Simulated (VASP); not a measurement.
A run of VASP 6.6.1 is set up as follows.

File INCAR:

```
SYSTEM = Te
PREC = Accurate
ENCUT = 520
EDIFF = 1E-6
ISMEAR = 0
SIGMA = 0.1
LREAL = .FALSE.
LASPH = .TRUE.
NELM = 60
ALGO = Normal
ISIF = 2
LWAVE = .FALSE.
LCHARG = .TRUE.
GGA = PS
LELF = .TRUE.
LVHAR = .TRUE.
NBANDS = 13
```

KPOINTS

```
Automatic mesh
0
G
  10 10 10
  0 0 0
```

The input POSCAR:

```
Te
1.0
    0.0000000000      3.4986485734      3.4986485734
    3.4986485734      0.0000000000      3.4986485734
    3.4986485734      3.4986485734      0.0000000000
Te
2
Direct
    0.5000000000      0.5000000000      0.5000000000
    0.7500000000      0.7500000000      0.7500000000
```

Potentials or basis: VASP PAW PBE potentials, release 64 (Te).

The run is started by

```sh
$ cat potpaw_PBE.64/Te/POTCAR > POTCAR
$ mpirun -np 1 vasp_std > vasp.out
```

(1) What does it give for the band gap on the k mesh?

(2) Estimate the pressure.

## Answers

(1) zero (bands 6 and 7 overlap by 1.00 eV).

(2) 0.9 GPa.

Caveat: the cell differs from its parent crystal (Se replaced by Te, lengths x 1.090, strained); the PAW data sets were made with another functional, which shifts forces and pressure a little; spin-orbit coupling is left out, which moves the levels of the heavy elements.
